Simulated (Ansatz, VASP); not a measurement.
# Si5C19: VASP beside Ansatz

```
C Si
1.0
    -3.96016   -3.93897   -0.01664
    -0.02944    3.98506    4.02368
    -3.96728    3.92947   -3.93866
C Si
19 5
Cartesian
  -6.0016 1.9337 -3.8021
  -4.0121 3.9912 -3.7565
  -6.0361 0.0673 -2.0245
  -4.0352 2.0647 -1.8862
  -4.0465 -0.1397 -0.0457
  -1.9522 2.1029 -0.0777
  -5.7885 3.9476 -1.9772
  -0.0689 1.8836 1.8880
  -5.7898 1.9794 0.0057
  -4.0958 3.9598 -0.1197
  -4.9299 2.9652 -2.8186
  -6.9622 0.9628 -2.8883
  -4.9578 0.9925 -0.9872
  -2.9976 3.0045 -1.0210
  -4.9141 -1.0918 0.8762
  -4.9501 4.8775 -1.0564
  -5.0663 3.1287 0.9107
  -2.9377 -1.0919 -0.7088
  -0.9968 0.9761 -0.7245
  -4.0956 2.1129 2.1576
  -1.8822 3.7914 2.2052
  -2.9257 0.9365 0.8760
  -6.9664 2.9966 -0.9629
  -3.0960 5.0182 0.9770
```

Alike in both runs: functional PBE; k mesh 4 × 4 × 3; occupations gaussian, width 0.1 eV; no spin polarisation.

Ansatz relaxed the structure, and its values are those at the end. VASP's run is a single point on that final structure, the one shown.

```csv
,VASP,Ansatz
version,VASP 6.6.1,Ansatz 0.2.0
potentials or method,"VASP PAW PBE potentials, release 64 (C, Si), cutoff 520 eV","scalar-relativistic, plane waves, PAW"
valence electrons in the cell,96,96
```

Ansatz gave:

```
gap on the k mesh at the Fermi level (eV) : 0.81
least direct gap on the mesh (eV)         : 0.81
pressure (GPa)                            : 0.0
rms of the force components (eV/Å)        : 0.006
```

Task: What did VASP give for the same quantities?

Result: gap on the k mesh at the Fermi level (eV): 0.80; least direct gap on the mesh (eV): 0.80; pressure (GPa): 0.1; rms of the force components (eV/Å): 0.014.

With one functional, cell and mesh, what is left measures potentials, basis and numerics.
